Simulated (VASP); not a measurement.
# Na (C2/m) in VASP: single point with PBEsol

Aim: the single point of Na with PBEsol.

Everything below comes from runs of VASP 6.6.1. Logs are shortened: lines on timing, memory, paths and dates and some standing lists are left out, and cuts for length are marked.

### Step 1. The cell of the first run

It takes space group C2/m (No. 12, monoclinic). Conventional cell: a = 6.421 Å, b = 3.741 Å, c = 9.698 Å, α = 90.00°, β = 105.26°, γ = 90.00°. Within 4.9 Å of Na (site symmetry 2/m) lie 12 Na at 3.72 to 3.88 Å. Within 4.9 Å of Na (site symmetry m) lie 12 Na at 3.72 to 3.88 Å.

### Step 2. Single point, PBEsol (strain along c alone, the other axes held: +3.0 %, then relaxed in part)

The input, INCAR:

```
SYSTEM = Na
ALGO = Fast
EDIFF = 1E-7
ENCUT = 520
GGA = PS
ISIF = 2
ISMEAR = 0
LASPH = .True.
LCHARG = .False.
LREAL = .False.
LWAVE = .False.
NBANDS = 30
NELM = 60
PREC = Accurate
SIGMA = 0.1
```

The input, KPOINTS:

```
k-points
0
Gamma
  6 10 4
  0 0 0
```

The input, POSCAR:

```
Na
1.0
    6.4206950513      0.0000000000     -0.0475861726
    0.0000000000      3.7413282373      0.0000000000
   -2.4833849877      0.0000000000      9.3747374467
Na
6
Direct
    0.0000000000      0.0000000000      0.0000000000
    0.7259927130      0.5000000000      0.6666703940
    0.7740072870      0.0000000000      0.3333296060
    0.5000000000      0.5000000000      0.0000000000
    0.2259927130      0.0000000000      0.6666703940
    0.2740072870      0.5000000000      0.3333296060
```

Potentials or basis: VASP PAW PBE potentials, release 64 (Na_pv).

Command:

```sh
$ cat potpaw_PBE.64/Na_pv/POTCAR > POTCAR
$ mpirun -np 1 vasp_std > vasp.out
```

OUTCAR:

```text
SYSTEM = Na
   EDIFF = 1E-7
   ENCUT = 520
   GGA = PS
   ISIF = 2
   ISMEAR = 0
   LASPH = .True.
   LREAL = .False.
   NELM = 60
   PREC = Accurate

 ion  position               nearest neighbor table
   1  0.000  0.000  0.000-
   2  0.726  0.500  0.667-
   3  0.774  0.000  0.333-
   4  0.500  0.500  0.000-
   5  0.226  0.000  0.667-
   6  0.274  0.500  0.333-

  LATTYP: Found a simple monoclinic cell.
 ALAT       =     6.4208713883
 B/A-ratio  =     0.5826823200
 C/A-ratio  =     1.5104005389
 COS(beta)  =    -0.2632265935

  Lattice vectors:

 A1 = (   6.4206950513,   0.0000000000,  -0.0475861726)
 A2 = (   0.0000000000,   3.7413282373,   0.0000000000)
 A3 = (  -2.4833849877,   0.0000000000,   9.3747374467)

Analysis of symmetry for initial positions (statically):
=====================================================================
 Subroutine PRICEL returns following result:

  LATTYP: Found a base centered monoclinic cell.
 ALAT       =     6.4208713883
 B/A-ratio  =     0.5826823200
 C/A-ratio  =     1.5104005389
 COS(beta)  =    -0.2632265935

  Lattice vectors:

 A1 = (   3.2103475257,  -1.8706641186,  -0.0237930863)
 A2 = (   3.2103475257,   1.8706641187,  -0.0237930863)
 A3 = (  -2.4833849877,   0.0000000000,   9.3747374467)

   2 primitive cells build up your supercell.

 Routine SETGRP: Setting up the symmetry group for a
 simple monoclinic supercell.

 Subroutine GETGRP returns: Found  4 space group operations
 (whereof  4 operations were pure point group operations)
 out of a pool of  4 trial point group operations.

The static configuration has the point symmetry C_2h.

Analysis of symmetry for dynamics (positions and initial velocities):
=====================================================================
 Subroutine PRICEL returns following result:

  LATTYP: Found a base centered monoclinic cell.
 ALAT       =     6.4208713883
 B/A-ratio  =     0.5826823200
 C/A-ratio  =     1.5104005389
 COS(beta)  =    -0.2632265935

  Lattice vectors:

 A1 = (   3.2103475257,  -1.8706641186,  -0.0237930863)
 A2 = (   3.2103475257,   1.8706641187,  -0.0237930863)
[... 109 lines left out ...]
   LSORBIT =      F    spin-orbit coupling
   LASPH  =      T    aspherical Exc in radial PAW
   ENCUT  =  520.0 eV  38.22 Ry    6.18 a.u.  11.94  6.96 18.03*2*pi/ulx,y,z
   NELM   =     60;   NELMIN=  2; NELMDL= -5     # of ELM steps
   EDIFF  = 0.1E-06   stopping-criterion for ELM
   LREAL  =      F    real-space projection
   EDIFFG = 0.1E-05   stopping-criterion for IOM
   NSW    =      0    number of steps for IOM
   IBRION =     -1    ionic relax: 0-MD 1-quasi-New 2-CG
   NFREE  =      0    steps in history (QN), initial steepest desc. (CG)
   ISIF   =      2    stress and relaxation
   ISYM   =      2    0-nonsym 1-usesym 2-fastsym
   POTIM  = 0.5000    time-step for ionic-motion
   TEBEG  =    0.0;   TEEND  =   0.0 temperature during run
   PSTRESS=    0.0 pullay stress
   NELECT =      42.0000    total number of electrons
   NUPDOWN=      -1.0000    fix difference up-down
   EMIN   =  10.00;   EMAX   =-10.00  energy-range for DOS
   EFERMI =   0.00;   METHOD = LEGACY
   ISMEAR =     0;   SIGMA  =   0.10  broadening in eV -4-tet -1-fermi 0-gaus
   EFERMI_NEDOS =   21; number of points for ismear=-14 and -15
   IALGO  =     68    algorithm
   IMIX   =      4    mixing-type and parameters
     AMIX     =   0.40;   BMIX     =  1.00
     AMIX_MAG =   1.60;   BMIX_MAG =  1.00
  volume/ion in A,a.u.               =      37.46       252.79
  Fermi-wavevector in a.u.,A,eV,Ry     =   0.935952  1.768692 11.918779  0.876006
  Thomas-Fermi vector in A             =   2.062912
   LORBIT       =      0    0 simple, 1 ext, 2 COOP (PROOUT), +10 PAW based schemes
   GGA     = PS    functional components
   LHFCALC =     F    Hartree Fock is set to
   AEXX    =    0.0000 exact exchange contribution
   IVDW    =     0    specifies the selected vdW correction
   LEPSILON=     F    determine dielectric tensor
   LRPA    =     F    only Hartree local field effects (RPA)
 non-spin polarized calculation
 RMM-DIIS sequential band-by-band and
 Gauss-broadening in eV      SIGMA  =   0.10
  energy-cutoff  :      520.00
  volume of cell :      224.76
 maximum number of plane-waves:      6088
   NGX = 23   NGY = 13   NGZ = 37

 number of electron      41.9999996 magnetization

 Free energy of the ion-electron system (eV)
  ---------------------------------------------------
  ext. energy  EPLUGINS =         0.00000000
  ---------------------------------------------------
  free energy    TOTEN  =        -8.41229093 eV

  energy without entropy =       -8.40299315  energy(sigma->0) =       -8.40764204

 E-fermi :   0.2865     XC(G=0):  -6.4732

 val. band max:        0.2674758301   @ k =   0.5000   0.2000   0.2500
 cond. band min:       0.2881937559   @ k =  -0.1667   0.2000   0.2500
 fundamental gap:      0.0207179258
 Fermi energy:         0.2865138538

 k-point     1 :       0.0000    0.0000    0.0000
  band No.  band energies     occupation
      1     -24.5484      2.00000
      2     -24.5477      2.00000
      3     -24.5442      2.00000
      4     -24.5384      2.00000
      5     -24.5382      2.00000
      6     -24.5310      2.00000
[... 781 lines left out ...]
     29       3.0885      0.00000
     30       3.0885      0.00000

 [... further k-points ...]

------------------------ aborting loop because EDIFF is reached ----------------------------------------

  FORCE on cell =-STRESS in cart. coord.  units (eV):
  Direction    XX          YY          ZZ          XY          YZ          ZX
  --------------------------------------------------------------------------------------
  -------------------------------------------------------------------------------------
  Total       -0.1944471     -0.0866456     -0.6390586      0.0000000      0.0000000      0.1173033
  in kB       -1.3861128     -0.6176515     -4.5555183      0.0000000      0.0000000      0.8361947
  external PRESSURE =      -2.1864275 kB  Pullay stress =       0.0000000 kB

 VOLUME and BASIS-vectors are now :
 -----------------------------------------------------------------------------
  energy-cutoff  :      520.00
  volume of cell :      224.76
      direct lattice vectors                 reciprocal lattice vectors
     6.420695051  0.000000000 -0.047586173     0.156052754  0.000000000  0.041338658
     0.000000000  3.741328237  0.000000000     0.000000000  0.267284755  0.000000000
    -2.483384988  0.000000000  9.374737447     0.000792124  0.000000000  0.106879489

 POSITION                                       TOTAL-FORCE (eV/Angst)
 -----------------------------------------------------------------------------------
      0.00000      0.00000      0.00000         0.000000     -0.000000      0.000000
      3.00578      1.87066      6.21531         0.001512      0.000000     -0.000547
      4.14188      0.00000      3.08805        -0.001512     -0.000000      0.000547
      3.21035      1.87066     -0.02379         0.000000     -0.000000      0.000000
     -0.20457      0.00000      6.23911         0.001512     -0.000000     -0.000547
      0.93153      1.87066      3.11184        -0.001512      0.000000      0.000547
 -----------------------------------------------------------------------------------
    total drift:                                0.000000      0.000000      0.000000

  FREE ENERGIE OF THE ION-ELECTRON SYSTEM (eV)
  ---------------------------------------------------
  free  energy   TOTEN  =        -8.4122909289 eV

  energy  without entropy=       -8.4029931494  energy(sigma->0) =       -8.40764204
```

Run time: 17 min. Hardware: 1 thread of Intel Xeon 8259CL, shared host; peak memory 0.5 GiB.

What came out:

| Item | Value |
| --- | --- |
| Free energy | -8.4123 eV |
| Pressure | -0.2 GPa |
| Band gap on the k mesh | zero (bands 21 and 22 overlap by 2.71 eV) |

Stress tensor (GPa, compression positive):
```
-0.14  0.00  0.08
 0.00 -0.06  0.00
 0.08  0.00 -0.46
```

Levels at points of the mesh, in eV from the Fermi level:
| k point | band 17 | band 18 | band 19 | band 20 | band 21 | band 22 | band 23 | band 24 | band 25 | band 26 |
| --- | --- | --- | --- | --- | --- | --- | --- | --- | --- | --- |
| (0.00, 0.00, 0.00) | -24.80 | -24.80 | -3.27 | -1.52 | -1.52 | 0.57 | 0.66 | 0.84 | 1.21 | 3.50 |
| (0.50, 0.00, 0.00) | -24.80 | -24.80 | -2.26 | -2.26 | -1.22 | -1.22 | 0.12 | 0.12 | 3.10 | 3.10 |
| (0.00, 0.50, 0.00) | -24.81 | -24.81 | -0.56 | -0.56 | 1.08 | 1.08 | 1.08 | 1.08 | 3.11 | 3.11 |
| (0.50, 0.50, 0.00) | -24.81 | -24.81 | 0.33 | 0.33 | 0.45 | 0.45 | 1.18 | 1.18 | 1.65 | 1.65 |
| (0.00, 0.00, 0.50) | -24.80 | -24.80 | -2.82 | -2.82 | 0.32 | 0.42 | 0.46 | 0.80 | 1.49 | 1.95 |
| (0.50, 0.00, 0.50) | -24.80 | -24.80 | -2.17 | -2.17 | -1.49 | -1.49 | 0.54 | 0.54 | 2.53 | 2.53 |
| (0.00, 0.50, 0.50) | -24.81 | -24.81 | -0.14 | -0.14 | -0.14 | -0.14 | 2.68 | 2.68 | 2.85 | 2.85 |
| (0.50, 0.50, 0.50) | -24.81 | -24.81 | 0.42 | 0.42 | 0.51 | 0.51 | 0.95 | 0.95 | 1.39 | 1.39 |

Caveat: the cell differs from its parent crystal (strain along c alone, the other axes held: +3.0 %, then relaxed in part); the PAW data sets were made with another functional, which shifts forces and pressure a little.

The gap in the log of VASP goes by the Fermi energy; the results here count the filled bands.